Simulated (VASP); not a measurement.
Here is a VASP 6.6.1 calculation.

The input INCAR:

```
SYSTEM = Cu
PREC     = Accurate       ! precision mode
ENCUT    = 520            ! plane-wave cutoff, eV
EDIFF    = 1E-6           ! SCF threshold, eV
ISMEAR   = -1             ! smearing method
SIGMA    = 0.1            ! smearing width, eV
LREAL    = .False.        ! projectors in reciprocal space
LASPH    = .True.         ! aspherical terms in the spheres
NELM     = 100            ! most SCF steps
ALGO     = Normal         ! electronic algorithm
ISIF     = 2              ! what is computed and relaxed
LWAVE    = .False.        ! write WAVECAR
LCHARG   = .True.         ! write CHGCAR
GGA      = CA             ! functional
LELF     = .True.         ! ELF
LVHAR    = .True.       
NBANDS   = 24             ! bands
```

The input KPOINTS:

```
Automatic mesh
0
Gamma
  10 10 15
  0 0 0
```

The input POSCAR:

```
Cu
1.0
    4.1523606579      0.0000000000      0.0000000000
   -2.0761803290      3.5960498154      0.0000000000
    0.0000000000      0.0000000000      2.4928123728
Cu
3
Direct
    1.0000000000      1.0000000000      0.0000000000
    0.3333333333      0.6666666667      0.5000000000
    0.6666666667      0.3333333333      0.5000000000
```

Potentials or basis: VASP PAW LDA potentials, release 64 (Cu).

Command:

```sh
$ cat potpaw_LDA.64/Cu/POTCAR > POTCAR
$ mpirun -np 1 vasp_std > vasp.out
```

Question: Predict the pressure.

Answer: -14.4 GPa.

Stress tensor (GPa, compression positive):
```
-14.52   0.00   0.00
  0.00 -14.52   0.00
  0.00   0.00 -14.27
```
